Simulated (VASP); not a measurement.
# FeCo (Pm-3m) in VASP: a series of runs

The runs below take FeCo through single point, relaxation of cell and atoms, with PBE.

Program: VASP 6.6.1. These are calculated values, not measurements. Logs are shortened: lines on timing, memory, paths and dates and some standing lists are left out, and cuts for length are marked.

## Step 1: The cell of the first run

It takes space group Pm-3m (No. 221, cubic). The conventional cell has a = 2.852 Å, b = 2.852 Å, c = 2.852 Å, α = 90.00°, β = 90.00°, γ = 90.00°. Within 3.3 Å of Fe (site symmetry m-3m) lie 8 Co at 2.47 Å and 6 Fe at 2.85 Å. Co (site symmetry m-3m) has 8 Fe at 2.47 Å and 6 Co at 2.85 Å within 3.3 Å.

The cell was generated, and may not be a known phase.

## Step 2: Single point, PBE, collinear spin, ferromagnetic start

The input, INCAR:

```
PREC = Accurate
ENCUT = 600
EDIFF = 1E-6
ISMEAR = 0
SIGMA = 0.1
LREAL = False
LASPH = True
NELM = 200
ALGO = Normal
ISIF = 2
LWAVE = False
LCHARG = True
ISPIN = 2
MAGMOM = 4 3
LORBIT = 11
LMAXMIX = 4
GGA = PE
LELF = True
LVHAR = True
NBANDS = 20
GGA_COMPAT = False
```

The input, KPOINTS:

```
Automatic mesh
0
Gamma
  6 6 6
```

The input, POSCAR:

```
FeCo
1.0
    2.8518033233      0.0000000000      0.0000000000
    0.0000000000      2.8518033233      0.0000000000
    0.0000000000      0.0000000000      2.8518033233
Fe Co
1 1
Direct
    0.0000000000      0.0000000000      0.0000000000
    0.5000000000      0.5000000000      0.5000000000
```

Potentials or basis: VASP PAW PBE potentials, release 64 (Fe, Co).

Launch:

```sh
> cat potpaw_PBE.64/Fe/POTCAR potpaw_PBE.64/Co/POTCAR > POTCAR
> mpirun -np 1 vasp_std > vasp.out
```

OUTCAR:

```text
PREC = Accurate
   ENCUT = 600
   EDIFF = 1E-6
   ISMEAR = 0
   LREAL = False
   LASPH = True
   NELM = 200
   ISIF = 2
   ISPIN = 2
   LORBIT = 11
   GGA = PE

 ion  position               nearest neighbor table
   1  0.000  0.000  0.000-   2 2.47   2 2.47   2 2.47   2 2.47   2 2.47   2 2.47   2 2.47   2 2.47

   2  0.500  0.500  0.500-   1 2.47   1 2.47   1 2.47   1 2.47   1 2.47   1 2.47   1 2.47   1 2.47

  LATTYP: Found a simple cubic cell.
 ALAT       =     2.8518033233

  Lattice vectors:

 A1 = (   2.8518033233,   0.0000000000,   0.0000000000)
 A2 = (   0.0000000000,   2.8518033233,   0.0000000000)
 A3 = (   0.0000000000,   0.0000000000,   2.8518033233)

Analysis of symmetry for initial positions (statically):
=====================================================================
 Subroutine PRICEL returns:
 Original cell was already a primitive cell.

 Routine SETGRP: Setting up the symmetry group for a
 simple cubic supercell.

 Subroutine GETGRP returns: Found 48 space group operations
 (whereof 48 operations were pure point group operations)
 out of a pool of 48 trial point group operations.

The static configuration has the point symmetry O_h .

Analysis of symmetry for dynamics (positions and initial velocities):
=====================================================================
 Subroutine PRICEL returns:
 Original cell was already a primitive cell.

 Routine SETGRP: Setting up the symmetry group for a
 simple cubic supercell.

 Subroutine GETGRP returns: Found 48 space group operations
 (whereof 48 operations were pure point group operations)
 out of a pool of 48 trial point group operations.

The dynamic configuration has the point symmetry O_h .

Analysis of structural, dynamic, and magnetic symmetry:
=====================================================================
 Subroutine PRICEL returns:
 Original cell was already a primitive cell.

 Routine SETGRP: Setting up the symmetry group for a
 simple cubic supercell.

 Subroutine GETGRP returns: Found 48 space group operations
 (whereof 48 operations were pure point group operations)
 out of a pool of 48 trial point group operations.

The overall configuration has the point symmetry O_h .

 Subroutine INISYM returns: Found 48 space group operations
 (whereof 48 operations are pure point group operations),
 and found     1 'primitive' translations

----------------------------------------------------------------------------------------

                                     Primitive cell

  volume of cell :      23.1931

  direct lattice vectors                    reciprocal lattice vectors
     2.851803323  0.000000000  0.000000000     0.350655318  0.000000000  0.000000000
     0.000000000  2.851803323  0.000000000     0.000000000  0.350655318  0.000000000
     0.000000000  0.000000000  2.851803323     0.000000000  0.000000000  0.350655318

  length of vectors
     2.851803323  2.851803323  2.851803323     0.350655318  0.350655318  0.350655318

  position of ions in fractional coordinates (direct lattice)
     0.000000000  0.000000000  0.000000000
     0.500000000  0.500000000  0.500000000

  ion indices of the primitive-cell ions
   primitive index   ion index
                 1           1
                 2           2

----------------------------------------------------------------------------------------

 KPOINTS: Automatic mesh

Automatic generation of k-mesh.
 Grid dimensions read from file:
 generate k-points for:    6    6    6

 Generating k-lattice:

  Cartesian coordinates                     Fractional coordinates (reciprocal lattice)
     0.058442553  0.000000000  0.000000000     0.166666667  0.000000000  0.000000000
     0.000000000  0.058442553  0.000000000     0.000000000  0.166666667  0.000000000
     0.000000000  0.000000000  0.058442553     0.000000000  0.000000000  0.166666667

  Length of vectors
     0.058442553  0.058442553  0.058442553

  Shift w.r.t. Gamma in fractional coordinates (k-lattice)
     0.000000000  0.000000000  0.000000000

 Subroutine IBZKPT returns following result:
 ===========================================

 Found     20 irreducible k-points:

 Following reciprocal coordinates:
            Coordinates               Weight
  0.000000  0.000000  0.000000      1.000000
  0.166667  0.000000  0.000000      6.000000
  0.333333  0.000000  0.000000      6.000000
  0.500000  0.000000  0.000000      3.000000
  0.166667  0.166667  0.000000     12.000000
  0.333333  0.166667  0.000000     24.000000
[... 12 lines left out ...]
  0.500000  0.500000  0.333333      6.000000
  0.500000  0.500000  0.500000      1.000000
   k-points           NKPTS =     20   k-points in BZ     NKDIM =     20   number of bands    NBANDS=     20
   number of dos      NEDOS =    301   number of ions     NIONS =      2
   total plane-waves  NPLWV =  13824
   dimension x,y,z NGX =    24 NGY =   24 NGZ =   24
   dimension x,y,z NGXF=    48 NGYF=   48 NGZF=   48
   ions per type =               1   1
   NGX,Y,Z   is equivalent  to a cutoff of  13.99, 13.99, 13.99 a.u.
   NGXF,Y,Z  is equivalent  to a cutoff of  27.98, 27.98, 27.98 a.u.
 SYSTEM =  unknown system
   PREC   = accura    normal or accurate (medium, high low for compatibility)
   ISTART =      0    job   : 0-new  1-cont  2-samecut
   ICHARG =      2    charge: 1-file 2-atom 10-const
   ISPIN  =      2    spin polarized calculation?
   LNONCOLLINEAR =      F non collinear calculations
   LSORBIT =      F    spin-orbit coupling
   LASPH  =      T    aspherical Exc in radial PAW
   ENCUT  =  600.0 eV  44.10 Ry    6.64 a.u.   5.70  5.70  5.70*2*pi/ulx,y,z
   NELM   =    200;   NELMIN=  2; NELMDL= -5     # of ELM steps
   EDIFF  = 0.1E-05   stopping-criterion for ELM
   LREAL  =      F    real-space projection
   EDIFFG = 0.1E-04   stopping-criterion for IOM
   NSW    =      0    number of steps for IOM
   IBRION =     -1    ionic relax: 0-MD 1-quasi-New 2-CG
   NFREE  =      0    steps in history (QN), initial steepest desc. (CG)
   ISIF   =      2    stress and relaxation
   ISYM   =      2    0-nonsym 1-usesym 2-fastsym
   POTIM  = 0.5000    time-step for ionic-motion
   TEBEG  =    0.0;   TEEND  =   0.0 temperature during run
   PSTRESS=    0.0 pullay stress
   NELECT =      17.0000    total number of electrons
   NUPDOWN=      -1.0000    fix difference up-down
   EMIN   =  10.00;   EMAX   =-10.00  energy-range for DOS
   EFERMI =   0.00;   METHOD = LEGACY
   ISMEAR =     0;   SIGMA  =   0.10  broadening in eV -4-tet -1-fermi 0-gaus
   EFERMI_NEDOS =   21; number of points for ismear=-14 and -15
   IALGO  =     38    algorithm
   IMIX   =      4    mixing-type and parameters
     AMIX     =   0.40;   BMIX     =  1.00
     AMIX_MAG =   1.60;   BMIX_MAG =  1.00
  volume/ion in A,a.u.               =      11.60        78.26
  Fermi-wavevector in a.u.,A,eV,Ry     =   1.476063  2.789355 29.643857  2.178762
  Thomas-Fermi vector in A             =   2.590636
   LORBIT       =     11    0 simple, 1 ext, 2 COOP (PROOUT), +10 PAW based schemes
   GGA     = PE    functional components
   LHFCALC =     F    Hartree Fock is set to
   AEXX    =    0.0000 exact exchange contribution
   IVDW    =     0    specifies the selected vdW correction
   LEPSILON=     F    determine dielectric tensor
   LRPA    =     F    only Hartree local field effects (RPA)
 spin polarized calculation
 Gauss-broadening in eV      SIGMA  =   0.10
  energy-cutoff  :      600.00
  volume of cell :       23.19
 maximum number of plane-waves:       804
 NGX is ok and might be reduce to    24
   NGX = 11   NGY = 11   NGZ = 11

 number of electron      16.9999997 magnetization       4.7084526

 Free energy of the ion-electron system (eV)
  ---------------------------------------------------
  ext. energy  EPLUGINS =         0.00000000
  ---------------------------------------------------
  free energy    TOTEN  =       -15.38865302 eV

  energy without entropy =      -15.38199555  energy(sigma->0) =      -15.38532428

 E-fermi :   7.9390     XC(G=0): -13.0086

 val. band max:        7.9215533756   @ k =   0.5000   0.1667   0.1667
 cond. band min:       7.9722235189   @ k =   0.3333   0.1667   0.0000
 fundamental gap:      0.0506701434
 Fermi energy:         7.9390442412

 spin component 1

 k-point     1 :       0.0000    0.0000    0.0000
  band No.  band energies     occupation
      1      -1.0090      1.00000
      2       2.5848      1.00000
      3       2.5848      1.00000
      4       4.8526      1.00000
      5       4.8526      1.00000
      6       4.8526      1.00000
[... 12 lines left out ...]
     19      32.3699      0.00000
     20      32.3699      0.00000
[... 415 lines left out ...]
 k-point    20 :       0.5000    0.5000    0.5000
  band No.  band energies     occupation
      1       3.8782      1.00000
      2       3.8782      1.00000
      3       3.8782      1.00000
      4       4.2221      1.00000
      5       4.2221      1.00000
      6       4.2221      1.00000
[... 12 lines left out ...]
     19      43.8310      0.00000
     20      46.0380      0.00000
 Fermi energy:         7.9390442412

 spin component 2

 k-point     1 :       0.0000    0.0000    0.0000
  band No.  band energies     occupation
      1      -0.7845      1.00000
      2       4.5623      1.00000
      3       4.5624      1.00000
      4       6.8416      1.00000
      5       6.8416      1.00000
      6       6.8417      1.00000
[... 12 lines left out ...]
     19      32.2088      0.00000
     20      32.2088      0.00000
[... 415 lines left out ...]
 k-point    20 :       0.5000    0.5000    0.5000
  band No.  band energies     occupation
      1       5.4127      1.00000
      2       5.4127      1.00000
      3       5.4127      1.00000
      4       5.8031      1.00000
      5       5.8031      1.00000
      6       5.8031      1.00000
[... 12 lines left out ...]
     19      45.8674      0.00000
     20      45.8702      0.00000

------------------------ aborting loop because EDIFF is reached ----------------------------------------

  FORCE on cell =-STRESS in cart. coord.  units (eV):
  Direction    XX          YY          ZZ          XY          YZ          ZX
  --------------------------------------------------------------------------------------
  -------------------------------------------------------------------------------------
  Total       -0.0870002     -0.0870002     -0.0870002      0.0000000      0.0000000     -0.0000000
  in kB       -6.0099699     -6.0099699     -6.0099699      0.0000000      0.0000000     -0.0000000
  external PRESSURE =      -6.0099699 kB  Pullay stress =       0.0000000 kB

 VOLUME and BASIS-vectors are now :
 -----------------------------------------------------------------------------
  energy-cutoff  :      600.00
  volume of cell :       23.19
      direct lattice vectors                 reciprocal lattice vectors
     2.851803323  0.000000000  0.000000000     0.350655318  0.000000000  0.000000000
     0.000000000  2.851803323  0.000000000     0.000000000  0.350655318  0.000000000
     0.000000000  0.000000000  2.851803323     0.000000000  0.000000000  0.350655318

 POSITION                                       TOTAL-FORCE (eV/Angst)
 -----------------------------------------------------------------------------------
      0.00000      0.00000      0.00000         0.000000      0.000000      0.000000
      1.42590      1.42590      1.42590         0.000000      0.000000      0.000000
 -----------------------------------------------------------------------------------
    total drift:                                0.000000      0.000000     -0.000000

  FREE ENERGIE OF THE ION-ELECTRON SYSTEM (eV)
  ---------------------------------------------------
  free  energy   TOTEN  =       -15.3886530153 eV

  energy  without entropy=      -15.3819955503  energy(sigma->0) =      -15.38532428

 total charge

# of ion       s       p       d       tot
------------------------------------------
    1        0.473   0.530   6.128   7.131
    2        0.484   0.511   7.227   8.221
--------------------------------------------------
tot          0.956   1.041  13.355  15.352

 magnetization (x)

# of ion       s       p       d       tot
------------------------------------------
    1        0.005  -0.021   2.887   2.871
    2       -0.006  -0.033   1.871   1.832
--------------------------------------------------
tot         -0.001  -0.054   4.758   4.703
```

Wall time 33 s (1 thread of Oxide Virtual Turin-like, shared host); peak memory 0.13 GiB.

What came out:

- Free energy: -15.3887 eV
- Pressure: -0.6 GPa
- Net moment: 4.71 μB per cell
- Site moments: Fe +2.87; Co +1.83 μB
- Valence electrons inside the program's atomic spheres: Fe 7.13; Co 8.22

Levels at points of the mesh, in eV from the Fermi level:
Spin up:
```
           k point  band 9  band 10  band 11  band 12  band 13  band 14
(0.00, 0.00, 0.00)   -0.92    -0.92    -0.92     9.07     9.07     9.07
(0.50, 0.00, 0.00)   -2.11    -1.94    -0.89    -0.65    15.88    15.88
(0.50, 0.50, 0.00)   -0.68    -0.68    -0.12    -0.12     6.02     6.21
(0.50, 0.50, 0.50)   -1.76    -1.76     7.58     7.58     7.58     7.66
```
Spin down:
```csv
k point,band 3,band 4,band 5,band 6,band 7,band 8,band 9,band 10
"(0.00, 0.00, 0.00)",-3.38,-1.10,-1.10,-1.10,0.87,0.87,1.55,1.55
"(0.50, 0.00, 0.00)",-1.54,-1.06,-1.06,-1.06,-0.32,-0.23,-0.23,0.71
"(0.50, 0.50, 0.00)",-2.21,-2.21,0.04,0.04,0.58,0.67,0.84,1.51
"(0.50, 0.50, 0.50)",-2.53,-2.14,-2.14,-2.14,0.71,0.71,1.56,1.56
```

Caveat: the k points lie up to 0.37 Å⁻¹ apart.

## Step 3: Single point, PBE, collinear spin, ferromagnetic start

This run uses another cell than the first one, of 12.41 Å³/atom.

INCAR, as its differences from that of step 2:

```diff
@@ -11,3 +11,3 @@
 LWAVE = False
-LCHARG = True
+LCHARG = False
 ISPIN = 2
@@ -17,4 +17,2 @@
 GGA = PE
-LELF = True
-LVHAR = True
 NBANDS = 20
```

KPOINTS is that of step 2.

The input, POSCAR:

```
FeCo
1.0
    2.9168952100      0.0000000000      0.0000000000
    0.0000000000      2.9168952100      0.0000000000
    0.0000000000      0.0000000000      2.9168952100
Fe Co
1 1
Direct
    0.0000000000      0.0000000000      0.0000000000
    0.5000000000      0.5000000000      0.5000000000
```

Potentials or basis: VASP PAW PBE potentials, release 64 (Fe, Co).

Launch:

```sh
> cat potpaw_PBE.64/Fe/POTCAR potpaw_PBE.64/Co/POTCAR > POTCAR
> mpirun -np 1 vasp_std > vasp.out
```

Run time: 28 s. Hardware: 1 thread of Oxide Virtual Turin-like, shared host; peak memory 0.12 GiB.

It converged, with:

| Property | Result |
| --- | --- |
| Free energy | -15.3271 eV |
| Pressure | -10.7 GPa |
| Net moment | 4.82 μB per cell |
| Site moments | Fe +2.96; Co +1.87 μB |
| Valence electrons inside the program's atomic spheres | Fe 7.00; Co 8.11 |

Levels at points of the mesh, in eV from the Fermi level:
Spin up:
```tsv
k point	band 8	band 9	band 10	band 11	band 12	band 13	band 14	band 15
(0.00, 0.00, 0.00)	-2.05	-1.02	-1.02	-1.02	8.64	8.64	8.64	13.95
(0.50, 0.00, 0.00)	-2.43	-2.16	-1.87	-0.97	-0.83	15.08	15.08	15.23
(0.50, 0.50, 0.00)	-1.91	-0.81	-0.81	-0.06	-0.06	5.47	5.65	17.09
(0.50, 0.50, 0.50)	-1.89	-1.88	-1.88	7.17	7.17	7.17	7.24	7.24
```
Spin down:
```csv
k point,band 3,band 4,band 5,band 6,band 7,band 8,band 9,band 10
"(0.00, 0.00, 0.00)",-2.97,-0.94,-0.94,-0.94,0.91,0.91,1.48,1.48
"(0.50, 0.00, 0.00)",-1.28,-0.91,-0.91,-0.83,-0.24,-0.13,-0.13,0.73
"(0.50, 0.50, 0.00)",-1.95,-1.95,0.07,0.07,0.62,0.71,0.87,1.49
"(0.50, 0.50, 0.50)",-2.27,-1.89,-1.89,-1.89,0.75,0.75,1.53,1.53
```

Caveat: the cell stands under tension.

## Step 4: Relaxation of cell and atoms, PBE, collinear spin, ferromagnetic start

This run uses another cell than the first one, of 12.41 Å³/atom.

The input, INCAR:

```
SYSTEM = FeCo
  PREC = Accurate
  ENCUT = 600
  EDIFF = 1E-7
  ISMEAR = 0
  SIGMA = 0.1
  LREAL = .False.
  LASPH = .True.
  NELM = 200
  ALGO = Normal
  ISIF = 3
  LWAVE = .False.
  LCHARG = .False.
  ISPIN = 2
  MAGMOM = 4 3
  LORBIT = 11
  LMAXMIX = 4
  GGA = PE
  IBRION = 2
  NSW = 90
  EDIFFG = -0.04
  GGA_COMPAT = .False.
  NELMIN = 4
```

The input, KPOINTS:

```
regular mesh
0
Gamma
  6 6 6
  0 0 0
```

POSCAR is that of step 3.

Launch:

```sh
> cat potpaw_PBE.64/Fe/POTCAR potpaw_PBE.64/Co/POTCAR > POTCAR
> mpirun -np 1 vasp_std > vasp.out
```

It took 86 s on 1 thread of Oxide Virtual Turin-like, shared host; peak memory 0.13 GiB.

The run converged. Its results:

- Free energy: -15.3896 eV
- Relaxed volume: 11.56 Å³/atom
- Relaxed cell: a = 2.849 Å, b = 2.849 Å, c = 2.849 Å, α = 90.00°, β = 90.00°, γ = 90.00°
- Space group after relaxing (to 0.1 Å): Pm-3m (No. 221)
- Energy gained by relaxing: 31.2 meV/atom
- Ionic steps: 3
- Pressure after relaxing: -0.1 GPa
- Net moment: 4.70 μB per cell
- Site moments: Fe +2.87; Co +1.83 μB
- Valence electrons inside the program's atomic spheres: Fe 7.14; Co 8.23

The path:
```csv
step,energy change (eV),largest force (eV/Å),pressure (GPa),volume (Å³)
1,0.0000,0.0000,-10.99,24.82
2,-0.0197,0.0000,11.86,21.88
3,-0.0625,0.0000,-0.10,23.13
```

Final structure:
```xyz
2
Lattice="2.8492 0.0000 0.0000 0.0000 2.8492 0.0000 0.0000 0.0000 2.8492" Properties=species:S:1:pos:R:3 pbc="T T T"
Fe    0.0000    0.0000    0.0000
Co    1.4246    1.4246    1.4246
```

Levels at points of the mesh, in eV from the Fermi level:
Spin up:
| k point | band 8 | band 9 | band 10 | band 11 | band 12 | band 13 | band 14 | band 15 |
| --- | --- | --- | --- | --- | --- | --- | --- | --- |
| (0.00, 0.00, 0.00) | -2.02 | -0.92 | -0.92 | -0.92 | 9.09 | 9.09 | 9.09 | 14.63 |
| (0.50, 0.00, 0.00) | -2.55 | -2.11 | -1.94 | -0.89 | -0.64 | 15.91 | 15.91 | 16.09 |
| (0.50, 0.50, 0.00) | -1.79 | -0.68 | -0.68 | -0.12 | -0.12 | 6.04 | 6.23 | 17.69 |
| (0.50, 0.50, 0.50) | -1.90 | -1.75 | -1.75 | 7.60 | 7.60 | 7.60 | 7.67 | 7.67 |
Spin down:
```tsv
k point	band 2	band 3	band 4	band 5	band 6	band 7	band 8	band 9	band 10	band 11
(0.00, 0.00, 0.00)	-3.39	-3.39	-1.10	-1.10	-1.10	0.87	0.87	1.55	1.55	1.55
(0.50, 0.00, 0.00)	-4.49	-1.55	-1.07	-1.07	-1.07	-0.32	-0.24	-0.24	0.71	1.28
(0.50, 0.50, 0.00)	-4.04	-2.22	-2.22	0.04	0.04	0.58	0.67	0.84	1.51	1.77
(0.50, 0.50, 0.50)	-2.54	-2.54	-2.15	-2.15	-2.15	0.70	0.71	1.56	1.56	8.44
```

(Part 1 of 2 ends here.)
